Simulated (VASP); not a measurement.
# CO2 (Pbca) in VASP: further runs, part 2 of 3

VASP 6.6.1.

## Step 3: Single point, PBE (16.75 Å³/atom)

This run uses another cell than the first one, of 16.75 Å³/atom.

Contents of INCAR:

```
PREC     = Accurate       # precision mode
ENCUT    = 520            # plane-wave cutoff, eV
EDIFF    = 1E-6           # SCF threshold, eV
ISMEAR   = 0              # smearing method
SIGMA    = 0.05           # smearing width, eV
LREAL    = False          # projectors in reciprocal space
LASPH    = True           # aspherical terms in the spheres
NELM     = 80             # most SCF steps
ALGO     = Normal         # electronic algorithm
ISIF     = 2              # what is computed and relaxed
LWAVE    = False          # write WAVECAR
LCHARG   = False          # write CHGCAR
GGA      = PE             # functional
NBANDS   = 44             # bands
```

Contents of KPOINTS:

```
regular mesh
0
Gamma
  4 4 4
```

Contents of POSCAR:

```
CO2
1.0
    5.8104208251      0.0000000000      0.0000000000
    0.0000000000      5.8104208251      0.0000000000
    0.0000000000      0.0000000000      5.9521950932
C O
4 8
Direct
    0.0000000000      0.0000000000      0.0000000000
    0.5000000000      0.0000000000      0.5000000000
    0.5000000000      0.5000000000      0.0000000000
    0.0000000000      0.5000000000      0.5000000000
    0.1114834447      0.1114834447      0.1114834447
    0.3885165553      0.8885165553      0.6114834447
    0.6114834447      0.3885165553      0.8885165553
    0.8885165553      0.6114834447      0.3885165553
    0.8885165553      0.8885165553      0.8885165553
    0.6114834447      0.1114834447      0.3885165553
    0.3885165553      0.6114834447      0.1114834447
    0.1114834447      0.3885165553      0.6114834447
```

Potentials or basis: VASP PAW PBE potentials, release 64 (C, O).

Started as:

```bash
cat potpaw_PBE.64/C/POTCAR potpaw_PBE.64/O/POTCAR > POTCAR
mpirun -np 1 vasp_std > vasp.out
```

Run time: 3 min. Hardware: 1 thread of AMD EPYC 9R45 (Zen 5), shared host; peak memory 0.37 GiB.

It converged, with:

```yaml
Free_energy: -91.3686 eV
Pressure: 12.7 GPa
Largest_force: 5.306 eV/Å
Band_gap_on_the_k_mesh: 6.95 eV
```

Forces on the atoms (eV/Å):
```
C    0.000  0.000  0.000
C    0.000  0.000  0.000
C    0.000  0.000  0.000
C    0.000  0.000  0.000
O    3.038  3.043  3.109
O   -3.038 -3.043  3.109
O    3.038 -3.043 -3.109
O   -3.038  3.043 -3.109
O   -3.038 -3.043 -3.109
O    3.038  3.043 -3.109
O   -3.038  3.043  3.109
O    3.038 -3.043  3.109
```

Stress tensor (GPa, compression positive):
```
12.56  0.00  0.00
 0.00 12.56  0.00
 0.00  0.00 13.05
```

Levels at points of the mesh, in eV from the valence-band top:
```
           k point  band 28  band 29  band 30  band 31  band 32  band 33  band 34  band 35  band 36  band 37
(0.00, 0.00, 0.00)    -0.15    -0.15    -0.14    -0.04     0.00     6.95     8.82     8.85     8.87     8.97
(0.50, 0.00, 0.00)    -0.25    -0.22    -0.22    -0.08    -0.08     8.32     8.32     8.76     8.76     9.04
(0.00, 0.50, 0.00)    -0.25    -0.22    -0.22    -0.07    -0.07     8.32     8.32     8.72     8.72     9.05
(0.50, 0.50, 0.00)    -0.24    -0.21    -0.21    -0.21    -0.21     8.67     8.67     8.67     8.67     9.34
(0.00, 0.00, 0.50)    -0.26    -0.22    -0.22    -0.06    -0.06     8.26     8.26     8.73     8.73     9.04
(0.50, 0.00, 0.50)    -0.24    -0.21    -0.21    -0.21    -0.21     8.68     8.68     8.68     8.68     9.32
(0.00, 0.50, 0.50)    -0.24    -0.21    -0.21    -0.21    -0.21     8.67     8.67     8.67     8.67     9.32
(0.50, 0.50, 0.50)    -0.25    -0.22    -0.22    -0.22    -0.22     8.80     8.80     8.80     8.80     9.50
```

Caveat: the cell stands under pressure; this functional lacks dispersion, which holds the molecules together, so the pressure and a relaxed volume are unreliable; forces of over 1 eV/Å act on the atoms, so gaps and moduli don't describe the material at rest.

## Step 4: Single point, PBE (18.52 Å³/atom)

This run uses another cell than the first one, of 18.52 Å³/atom.

Contents of INCAR:

```
  PREC = Accurate
  ENCUT = 520
  EDIFF = 1E-7
  ISMEAR = 0
  SIGMA = 0.05
  LREAL = False
  LASPH = True
  NELM = 80
  ALGO = Normal
  ISIF = 2
  LWAVE = False
  LCHARG = False
  GGA = PE
  NBANDS = 44
```

KPOINTS is that of step 3.

POSCAR, as its differences from that of step 3:

```diff
@@ -2,5 +2,5 @@
 1.0
-    5.8104208251      0.0000000000      0.0000000000
-    0.0000000000      5.8104208251      0.0000000000
-    0.0000000000      0.0000000000      5.9521950932
+    6.1065712150      0.0000000000      0.0000000000
+    0.0000000000      6.1065712150      0.0000000000
+    0.0000000000      0.0000000000      5.9612348201
 C O
```

Potentials or basis: VASP PAW PBE potentials, release 64 (C, O).

Started as:

```bash
cat potpaw_PBE.64/C/POTCAR potpaw_PBE.64/O/POTCAR > POTCAR
mpirun -np 1 vasp_std > vasp.out
```

OUTCAR:

```text
PREC = Accurate
   ENCUT = 520
   EDIFF = 1E-7
   ISMEAR = 0
   LREAL = False
   LASPH = True
   NELM = 80
   ISIF = 2
   GGA = PE

 ion  position               nearest neighbor table
   1  0.000  0.000  0.000-   5 1.17   9 1.17
   2  0.500  0.000  0.500-   6 1.17  10 1.17
   3  0.500  0.500  0.000-   7 1.17  11 1.17
   4  0.000  0.500  0.500-   8 1.17  12 1.17
   5  0.111  0.111  0.111-   1 1.17
   6  0.389  0.889  0.611-   2 1.17
   7  0.611  0.389  0.889-   3 1.17
   8  0.889  0.611  0.389-   4 1.17
   9  0.889  0.889  0.889-   1 1.17
  10  0.611  0.111  0.389-   2 1.17
  11  0.389  0.611  0.111-   3 1.17
  12  0.111  0.389  0.611-   4 1.17

  LATTYP: Found a simple tetragonal cell.
 ALAT       =     6.1065712150
 C/A-ratio  =     0.9762000000

  Lattice vectors:

 A1 = (   6.1065712150,   0.0000000000,   0.0000000000)
 A2 = (   0.0000000000,   6.1065712150,   0.0000000000)
 A3 = (   0.0000000000,   0.0000000000,   5.9612348201)

Analysis of symmetry for initial positions (statically):
=====================================================================
 Subroutine PRICEL returns:
 Original cell was already a primitive cell.

 Routine SETGRP: Setting up the symmetry group for a
 simple tetragonal supercell.

 Subroutine GETGRP returns: Found  8 space group operations
 (whereof  2 operations were pure point group operations)
 out of a pool of 16 trial point group operations.

The static configuration has the point symmetry S_2 .
 The point group associated with its full space group is D_2h.

Analysis of symmetry for dynamics (positions and initial velocities):
=====================================================================
 Subroutine PRICEL returns:
[... 152 lines left out ...]
  Fermi-wavevector in a.u.,A,eV,Ry     =   1.080997  2.042788 15.899147  1.168554
  Thomas-Fermi vector in A             =   2.217002
   LORBIT       =      0    0 simple, 1 ext, 2 COOP (PROOUT), +10 PAW based schemes
   GGA     = PE    functional components
   LHFCALC =     F    Hartree Fock is set to
   AEXX    =    0.0000 exact exchange contribution
   IVDW    =     0    specifies the selected vdW correction
   LEPSILON=     F    determine dielectric tensor
   LRPA    =     F    only Hartree local field effects (RPA)
 non-spin polarized calculation
 Gauss-broadening in eV      SIGMA  =   0.05
  energy-cutoff  :      520.00
  volume of cell :      222.30
 maximum number of plane-waves:      6022
 NGX is ok and might be reduce to    48
   NGX = 23   NGY = 23   NGZ = 23

 number of electron      63.9999999 magnetization

 Free energy of the ion-electron system (eV)
  ---------------------------------------------------
  ext. energy  EPLUGINS =         0.00000000
  ---------------------------------------------------
  free energy    TOTEN  =       -92.26743896 eV

  energy without entropy =      -92.26743896  energy(sigma->0) =      -92.26743896

 E-fermi :  -4.5273     XC(G=0):  -6.8758

 val. band max:       -4.8142843756   @ k =   0.0000   0.0000   0.0000
 cond. band min:       1.7895794765   @ k =   0.0000   0.0000   0.0000
 fundamental gap:      6.6038638521
 Fermi energy:        -4.5272610976

 k-point     1 :       0.0000    0.0000    0.0000
  band No.  band energies     occupation
      1     -25.1940      2.00000
      2     -25.1101      2.00000
      3     -25.1094      2.00000
      4     -25.1049      2.00000
      5     -24.1379      2.00000
      6     -24.1374      2.00000
[... 1117 lines left out ...]
     43       5.0990      0.00000
     44       5.0990      0.00000

 [... further k-points ...]
[... 5 lines left out ...]
  --------------------------------------------------------------------------------------
  -------------------------------------------------------------------------------------
  Total        1.6241443      1.6279884      1.6453426      0.0000000      0.0000000      0.0000000
  in kB       11.7058814     11.7335870     11.8586661      0.0000000      0.0000000      0.0000000
  external PRESSURE =      11.7660448 kB  Pullay stress =       0.0000000 kB

 VOLUME and BASIS-vectors are now :
 -----------------------------------------------------------------------------
  energy-cutoff  :      520.00
  volume of cell :      222.30
      direct lattice vectors                 reciprocal lattice vectors
     6.106571215  0.000000000  0.000000000     0.163758018  0.000000000  0.000000000
     0.000000000  6.106571215  0.000000000     0.000000000  0.163758018  0.000000000
     0.000000000  0.000000000  5.961234820     0.000000000  0.000000000  0.167750480

 POSITION                                       TOTAL-FORCE (eV/Angst)
 -----------------------------------------------------------------------------------
      0.00000      0.00000      0.00000         0.000000      0.000000     -0.000000
      3.05329      0.00000      2.98062         0.000000      0.000000     -0.000000
      3.05329      3.05329      0.00000         0.000000      0.000000     -0.000000
      0.00000      3.05329      2.98062         0.000000      0.000000     -0.000000
      0.68078      0.68078      0.66458         0.362646      0.359626      0.355803
      2.37250      5.42579      3.64520        -0.362646     -0.359626      0.355803
      3.73407      2.37250      5.29666         0.362646     -0.359626     -0.355803
      5.42579      3.73407      2.31604        -0.362646      0.359626     -0.355803
      5.42579      5.42579      5.29666        -0.362646     -0.359626     -0.355803
      3.73407      0.68078      2.31604         0.362646      0.359626     -0.355803
      2.37250      3.73407      0.66458        -0.362646      0.359626      0.355803
      0.68078      2.37250      3.64520         0.362646     -0.359626      0.355803
 -----------------------------------------------------------------------------------
    total drift:                               -0.000000      0.000000      0.000000

  FREE ENERGIE OF THE ION-ELECTRON SYSTEM (eV)
  ---------------------------------------------------
  free  energy   TOTEN  =       -92.2674389594 eV

  energy  without entropy=      -92.2674389594  energy(sigma->0) =      -92.26743896
```

stdout:

```text
POSCAR found type information on POSCAR C O
 POSCAR found :  2 types and      12 ions
 scaLAPACK will be used
 LDA part: xc-table for (Slater+PW92), standard interpolation
 POSCAR, INCAR and KPOINTS ok, starting setup
 FFT: planning ... GRIDC
 FFT: planning ... GRID_SOFT
 FFT: planning ... GRID
 WAVECAR not read
 entering main loop
```

Wall time 6.6 min (1 thread of Oxide Virtual Turin-like, shared host); peak memory 0.39 GiB.

What came out:

```yaml
Free_energy: -92.2674 eV
Pressure: 1.2 GPa
Largest_force: 0.622 eV/Å
Band_gap_on_the_k_mesh: 6.60 eV
```

Forces in eV/Å, atoms in the order of the input:
```
C    0.000  0.000  0.000
C    0.000  0.000  0.000
C    0.000  0.000  0.000
C    0.000  0.000  0.000
O    0.363  0.360  0.356
O   -0.363 -0.360  0.356
O    0.363 -0.360 -0.356
O   -0.363  0.360 -0.356
O   -0.363 -0.360 -0.356
O    0.363  0.360 -0.356
O   -0.363  0.360  0.356
O    0.363 -0.360  0.356
```

Caveat: this functional lacks dispersion, which holds the molecules together, so the pressure and a relaxed volume are unreliable.

(Continued in part 3 of 3.)
